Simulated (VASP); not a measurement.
Input of a VASP 6.6.1 run:

The input INCAR:

```
ALGO = Normal
EDIFF = 1E-7
ENCUT = 520
ISIF = 2
ISMEAR = 1
LASPH = True
LCHARG = False
LREAL = False
LWAVE = False
NBANDS = 10
NELM = 60
PREC = Accurate
SIGMA = 0.01
```

Contents of KPOINTS:

```
k-points
0
Gamma
  6 6 6
```

The input POSCAR:

```
Rb
1.0
    4.9915728658      0.0000000877      0.0000001603
   -2.0035304168      4.5718339366      0.0000001603
   -1.4940213587     -2.2859172174      4.1783109422
Rb
1
Direct
    0.0000000000      0.0000000000      0.0000000000
```

Potentials or basis: VASP PAW LDA potentials, release 64 (Rb_sv).

Command:

```bash
$ cat potpaw_LDA.64/Rb_sv/POTCAR > POTCAR
$ mpirun -np 1 vasp_std > vasp.out
```

Predict the pressure.

-0.5 GPa.

Stress tensor (GPa, compression positive):
```
-0.48 -0.07  0.00
-0.07 -0.54  0.00
 0.00  0.00 -0.43
```
